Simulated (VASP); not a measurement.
# Hf (P6_3/mmc) in VASP: further runs

The runs below take Hf through single point, with r2SCAN.

Program: VASP 6.6.1. These are calculated values, not measurements. Logs are shortened: lines on timing, memory, paths and dates and some standing lists are left out, and cuts for length are marked.

## 1. The cell of the first run

Symmetry: P6_3/mmc, No. 194, hexagonal system. The conventional cell has a = 3.189 Å, b = 3.189 Å, c = 5.034 Å, α = 90.00°, β = 90.00°, γ = 120.00°. Hf (site symmetry -6m2) has 12 Hf at 3.12 to 3.19 Å within 4.1 Å.

## 2. Single point, r2SCAN

Contents of POSCAR:

```
Hf
1.0
    3.1889445402      0.0000000000      0.0000000000
   -1.5944722701      2.7617069830      0.0000000000
    0.0000000000      0.0000000000      5.0338982421
Hf
2
Direct
    0.3333333333      0.6666666667      0.2500000000
    0.6666666667      0.3333333333      0.7500000000
```

Contents of INCAR.step1:

```
SYSTEM = Hf
  PREC = Accurate
  ENCUT = 520
  ISMEAR = -1
  SIGMA = 0.1
  LREAL = .False.
  LASPH = .True.
  NELM = 100
  NBANDS = 17
  GGA = PE
  ALGO = Normal
  EDIFF = 1E-4
  LWAVE = .True.
  LCHARG = .False.
```

Contents of INCAR.step2:

```
SYSTEM = Hf
  PREC = Accurate
  ENCUT = 520
  EDIFF = 1E-7
  ISMEAR = -1
  SIGMA = 0.1
  LREAL = .False.
  LASPH = .True.
  NELM = 100
  ALGO = Normal
  ISIF = 2
  LWAVE = .False.
  LCHARG = .False.
  METAGGA = R2SCAN
  LMIXTAU = .True.
  NBANDS = 17
  ISTART = 1
```

Contents of KPOINTS:

```
Automatic mesh
0
Gamma
  18 18 10
  0 0 0
```

Potentials or basis: VASP PAW PBE potentials, release 64 (Hf_pv).

Started as:

```
> cat potpaw_PBE.64/Hf_pv/POTCAR > POTCAR
> cp INCAR.step1 INCAR
> mpirun -np 1 vasp_std > vasp.out
> cp INCAR.step2 INCAR
> mpirun -np 1 vasp_std > vasp.out
```

OUTCAR:

```text
SYSTEM = Hf
   PREC = Accurate
   ENCUT = 520
   EDIFF = 1E-7
   ISMEAR = -1
   LREAL = .False.
   LASPH = .True.
   NELM = 100
   ISIF = 2
   METAGGA = R2SCAN
   ISTART = 1

 ion  position               nearest neighbor table
   1  0.333  0.667  0.250-   2 3.12   2 3.12   2 3.12   2 3.12   2 3.12   2 3.12
   2  0.667  0.333  0.750-   1 3.12   1 3.12   1 3.12   1 3.12   1 3.12   1 3.12

  LATTYP: Found a hexagonal cell.
 ALAT       =     3.1889445402
 C/A-ratio  =     1.5785468134

  Lattice vectors:

 A1 = (   3.1889445402,   0.0000000000,   0.0000000000)
 A2 = (  -1.5944722701,   2.7617069830,   0.0000000000)
 A3 = (   0.0000000000,   0.0000000000,   5.0338982421)

Analysis of symmetry for initial positions (statically):
=====================================================================
 Subroutine PRICEL returns:
 Original cell was already a primitive cell.

 Routine SETGRP: Setting up the symmetry group for a
 hexagonal supercell.

 Subroutine GETGRP returns: Found 24 space group operations
 (whereof 12 operations were pure point group operations)
 out of a pool of 24 trial point group operations.

The static configuration has the point symmetry D_3d.
 The point group associated with its full space group is D_6h.

Analysis of symmetry for dynamics (positions and initial velocities):
=====================================================================
 Subroutine PRICEL returns:
 Original cell was already a primitive cell.

 Routine SETGRP: Setting up the symmetry group for a
 hexagonal supercell.

 Subroutine GETGRP returns: Found 24 space group operations
 (whereof 12 operations were pure point group operations)
 out of a pool of 24 trial point group operations.

The dynamic configuration has the point symmetry D_3d.
 The point group associated with its full space group is D_6h.

 Subroutine INISYM returns: Found 24 space group operations
 (whereof 12 operations are pure point group operations),
 and found     1 'primitive' translations

----------------------------------------------------------------------------------------

                                     Primitive cell

  volume of cell :      44.3332

  direct lattice vectors                    reciprocal lattice vectors
     3.188944540  0.000000000  0.000000000     0.313583378  0.181047447  0.000000000
    -1.594472270  2.761706983  0.000000000     0.000000000  0.362094895  0.000000000
     0.000000000  0.000000000  5.033898242     0.000000000  0.000000000  0.198653201

  length of vectors
     3.188944540  3.188944540  5.033898242     0.362094895  0.362094895  0.198653201

  position of ions in fractional coordinates (direct lattice)
     0.333333333  0.666666667  0.250000000
     0.666666667  0.333333333  0.750000000

  ion indices of the primitive-cell ions
   primitive index   ion index
                 1           1
                 2           2

----------------------------------------------------------------------------------------

 KPOINTS: Automatic mesh

Automatic generation of k-mesh.
 Grid dimensions read from file:
 generate k-points for:   18   18   10

 Generating k-lattice:

  Cartesian coordinates                     Fractional coordinates (reciprocal lattice)
     0.017421299  0.010058192  0.000000000     0.055555556  0.000000000  0.000000000
     0.000000000  0.020116383  0.000000000     0.000000000  0.055555556  0.000000000
     0.000000000  0.000000000  0.019865320     0.000000000  0.000000000  0.100000000

  Length of vectors
     0.020116383  0.020116383  0.019865320

  Shift w.r.t. Gamma in fractional coordinates (k-lattice)
     0.000000000  0.000000000  0.000000000

 Subroutine IBZKPT returns following result:
 ===========================================

 Found    222 irreducible k-points:

 Following reciprocal coordinates:
            Coordinates               Weight
  0.000000  0.000000  0.000000      1.000000
  0.055556  0.000000  0.000000      6.000000
  0.111111  0.000000  0.000000      6.000000
  0.166667  0.000000  0.000000      6.000000
  0.222222  0.000000  0.000000      6.000000
  0.277778  0.000000  0.000000      6.000000
[... 16 lines left out ...]
  0.333333  0.111111  0.000000     12.000000
  0.388889  0.111111  0.000000     12.000000
 [... further k-points ...]
   k-points           NKPTS =    222   k-points in BZ     NKDIM =    222   number of bands    NBANDS=     17
   number of dos      NEDOS =    301   number of ions     NIONS =      2
   total plane-waves  NPLWV =  23040
   dimension x,y,z NGX =    24 NGY =   24 NGZ =   40
   dimension x,y,z NGXF=    48 NGYF=   48 NGZF=   80
   ions per type =               2
   NGX,Y,Z   is equivalent  to a cutoff of  12.51, 12.51, 13.21 a.u.
   NGXF,Y,Z  is equivalent  to a cutoff of  25.02, 25.02, 26.42 a.u.
 SYSTEM =  Hf
   PREC   = accura    normal or accurate (medium, high low for compatibility)
   ISTART =      1    job   : 0-new  1-cont  2-samecut
   ICHARG =      0    charge: 1-file 2-atom 10-const
   ISPIN  =      1    spin polarized calculation?
   LNONCOLLINEAR =      F non collinear calculations
   LSORBIT =      F    spin-orbit coupling
   LASPH  =      T    aspherical Exc in radial PAW
   ENCUT  =  520.0 eV  38.22 Ry    6.18 a.u.   5.93  5.93  9.36*2*pi/ulx,y,z
   NELM   =    100;   NELMIN=  2; NELMDL=  0     # of ELM steps
   EDIFF  = 0.1E-06   stopping-criterion for ELM
   LREAL  =      F    real-space projection
   EDIFFG = 0.1E-05   stopping-criterion for IOM
   NSW    =      0    number of steps for IOM
   IBRION =     -1    ionic relax: 0-MD 1-quasi-New 2-CG
   NFREE  =      0    steps in history (QN), initial steepest desc. (CG)
   ISIF   =      2    stress and relaxation
   ISYM   =      2    0-nonsym 1-usesym 2-fastsym
   POTIM  = 0.5000    time-step for ionic-motion
   TEBEG  =    0.0;   TEEND  =   0.0 temperature during run
   PSTRESS=    0.0 pullay stress
   NELECT =      20.0000    total number of electrons
   NUPDOWN=      -1.0000    fix difference up-down
   EMIN   =  10.00;   EMAX   =-10.00  energy-range for DOS
   EFERMI =   0.00;   METHOD = LEGACY
   ISMEAR =    -1;   SIGMA  =   0.10  broadening in eV -4-tet -1-fermi 0-gaus
   EFERMI_NEDOS =   21; number of points for ismear=-14 and -15
   IALGO  =     38    algorithm
   IMIX   =      4    mixing-type and parameters
     AMIX     =   0.40;   BMIX     =  1.00
     AMIX_MAG =   1.60;   BMIX_MAG =  1.00
  volume/ion in A,a.u.               =      22.17       149.59
  Fermi-wavevector in a.u.,A,eV,Ry     =   1.255573  2.372688 21.449075  1.576463
  Thomas-Fermi vector in A             =   2.389323
   LORBIT       =      0    0 simple, 1 ext, 2 COOP (PROOUT), +10 PAW based schemes
   METAGGA = R2SCAN    functional components
   LHFCALC =     F    Hartree Fock is set to
   AEXX    =    0.0000 exact exchange contribution
   IVDW    =     0    specifies the selected vdW correction
   LEPSILON=     F    determine dielectric tensor
   LRPA    =     F    only Hartree local field effects (RPA)
 non-spin polarized calculation
  energy-cutoff  :      520.00
  volume of cell :       44.33
 maximum number of plane-waves:      1212
 NGX is ok and might be reduce to    24
   NGX = 11   NGY = 11   NGZ = 19

 number of electron      20.0000002 magnetization

 Free energy of the ion-electron system (eV)
  ---------------------------------------------------
  ext. energy  EPLUGINS =         0.00000000
  ---------------------------------------------------
  free energy    TOTEN  =       -90.32523078 eV

  energy without entropy =      -90.27859444  energy(sigma->0) =      -90.30191261

 E-fermi :   4.8818     XC(G=0): -12.2002

 val. band max:        4.8810450405   @ k =   0.3333   0.2222   0.4000
 cond. band min:       4.8856159469   @ k =   0.3333   0.2222   0.3000
 fundamental gap:      0.0045709064
 Fermi energy:         4.8817650149

 k-point     1 :       0.0000    0.0000    0.0000
  band No.  band energies     occupation
      1     -27.3452      2.00000
      2     -26.5546      2.00000
      3     -26.5546      2.00000
      4     -26.4205      2.00000
      5     -26.4205      2.00000
      6     -26.4193      2.00000
[... 9 lines left out ...]
     16       7.8270      0.00000
     17      10.6020      0.00000

 k-point     2 :       0.0556    0.0000    0.0000
  band No.  band energies     occupation
      1     -27.3366      2.00000
      2     -26.5729      2.00000
      3     -26.5608      2.00000
      4     -26.4398      2.00000
      5     -26.4231      2.00000
      6     -26.4228      2.00000
[... 9 lines left out ...]
     16       7.7276      0.00000
     17      10.6829      0.00000

 k-point     3 :       0.1111    0.0000    0.0000
  band No.  band energies     occupation
      1     -27.3112      2.00000
      2     -26.6255      2.00000
      3     -26.5783      2.00000
      4     -26.4948      2.00000
      5     -26.4349      2.00000
      6     -26.4298      2.00000
[... 9 lines left out ...]
     16       7.4723      0.00000
     17      10.8828      0.00000

 k-point     4 :       0.1667    0.0000    0.0000
  band No.  band energies     occupation
      1     -27.2707      2.00000
      2     -26.7062      2.00000
      3     -26.6043      2.00000
      4     -26.5770      2.00000
      5     -26.4545      2.00000
      6     -26.4411      2.00000
[... 9 lines left out ...]
     16       7.8793      0.00000
     17      11.1232      0.00000

 k-point     5 :       0.2222    0.0000    0.0000
  band No.  band energies     occupation
      1     -27.2175      2.00000
      2     -26.8055      2.00000
      3     -26.6746      2.00000
      4     -26.6352      2.00000
      5     -26.4819      2.00000
      6     -26.4558      2.00000
[... 9 lines left out ...]
     16       8.4421      0.00000
     17      11.3468      0.00000

 k-point     6 :       0.2778    0.0000    0.0000
  band No.  band energies     occupation
      1     -27.1553      2.00000
      2     -26.9111      2.00000
      3     -26.7750      2.00000
      4     -26.6671      2.00000
      5     -26.5167      2.00000
      6     -26.4721      2.00000
[... 9 lines left out ...]
     16       9.1184      0.00000
     17      11.5266      0.00000

 k-point     7 :       0.3333    0.0000    0.0000
  band No.  band energies     occupation
      1     -27.0886      2.00000
      2     -27.0101      2.00000
      3     -26.8664      2.00000
      4     -26.6964      2.00000
      5     -26.5574      2.00000
      6     -26.4879      2.00000
[... 9 lines left out ...]
     16       9.8605      0.00000
     17      11.6561      0.00000

 k-point     8 :       0.3889    0.0000    0.0000
  band No.  band energies     occupation
      1     -27.0904      2.00000
      2     -27.0243      2.00000
      3     -26.9392      2.00000
      4     -26.7198      2.00000
      5     -26.6005      2.00000
      6     -26.5011      2.00000
[... 9 lines left out ...]
     16      10.6009      0.00000
     17      11.7396      0.00000
[... 203 lines left out ...]
      1     -27.2473      2.00000
      2     -26.7301      2.00000
      3     -26.6773      2.00000
      4     -26.5699      2.00000
      5     -26.4663      2.00000
      6     -26.4613      2.00000
[... 9 lines left out ...]
     16       8.2658      0.00000
     17      11.1189      0.00000

 k-point    20 :       0.1667    0.1111    0.0000
  band No.  band energies     occupation
      1     -27.1956      2.00000
      2     -26.8109      2.00000
      3     -26.7565      2.00000
      4     -26.6133      2.00000
      5     -26.4937      2.00000
      6     -26.4850      2.00000
[... 9 lines left out ...]
     16       8.9074      0.00000
     17      11.2484      0.00000

 k-point    21 :       0.2222    0.1111    0.0000
  band No.  band energies     occupation
      1     -27.1348      2.00000
      2     -26.9067      2.00000
      3     -26.8278      2.00000
      4     -26.6621      2.00000
      5     -26.5286      2.00000
      6     -26.5080      2.00000
[... 9 lines left out ...]
     16       9.6508      0.00000
     17      11.3657      0.00000

 k-point    22 :       0.2778    0.1111    0.0000
  band No.  band energies     occupation
      1     -27.0694      2.00000
      2     -26.9991      2.00000
      3     -26.8898      2.00000
      4     -26.7085      2.00000
      5     -26.5696      2.00000
      6     -26.5288      2.00000
[... 9 lines left out ...]
     16      10.4570      0.00000
     17      11.4551      0.00000

 k-point    23 :       0.3333    0.1111    0.0000
  band No.  band energies     occupation
      1     -27.0743      2.00000
      2     -27.0056      2.00000
      3     -26.9394      2.00000
      4     -26.7461      2.00000
      5     -26.6134      2.00000
      6     -26.5454      2.00000
[... 9 lines left out ...]
     16      11.2775      0.00000
     17      11.5136      0.00000

 k-point    24 :       0.3889    0.1111    0.0000
  band No.  band energies     occupation
      1     -27.1229      2.00000
      2     -26.9716      2.00000
      3     -26.9539      2.00000
      4     -26.7703      2.00000
      5     -26.6521      2.00000
      6     -26.5563      2.00000
[... 9 lines left out ...]
     16      11.5454      0.00000
     17      12.0090      0.00000

 [... further k-points ...]
[... 5 lines left out ...]
  --------------------------------------------------------------------------------------
  -------------------------------------------------------------------------------------
  Total        0.1280997      0.1280997      0.0860705      0.0000000      0.0000000      0.0000000
  in kB        4.6294524      4.6294524      3.1105421      0.0000000      0.0000000      0.0000000
  external PRESSURE =       4.1231489 kB  Pullay stress =       0.0000000 kB

 VOLUME and BASIS-vectors are now :
 -----------------------------------------------------------------------------
  energy-cutoff  :      520.00
  volume of cell :       44.33
      direct lattice vectors                 reciprocal lattice vectors
     3.188944540  0.000000000  0.000000000     0.313583378  0.181047447  0.000000000
    -1.594472270  2.761706983  0.000000000     0.000000000  0.362094895  0.000000000
     0.000000000  0.000000000  5.033898242     0.000000000  0.000000000  0.198653201

 POSITION                                       TOTAL-FORCE (eV/Angst)
 -----------------------------------------------------------------------------------
     -0.00000      1.84114      1.25847        -0.000000      0.000000      0.000000
      1.59447      0.92057      3.77542         0.000000      0.000000      0.000000
 -----------------------------------------------------------------------------------
    total drift:                               -0.000000      0.000000     -0.000000

  FREE ENERGIE OF THE ION-ELECTRON SYSTEM (eV)
  ---------------------------------------------------
  free  energy   TOTEN  =       -90.3252307778 eV

  energy  without entropy=      -90.2785944350  energy(sigma->0) =      -90.30191261
```

Run time: 5.9 min. Hardware: 1 thread of AMD EPYC 9R45 (Zen 5), shared host; peak memory 0.24 GiB.

What came out:

```
Free energy            : -90.3252 eV
Pressure               : 0.4 GPa
Band gap on the k mesh : zero (bands 10 and 11 overlap by 1.88 eV)
```

Caveat: the PAW data sets were made with another functional, which shifts forces and pressure a little; spin-orbit coupling is left out, which moves the levels of the heavy elements.

[end of part 1 of 2]
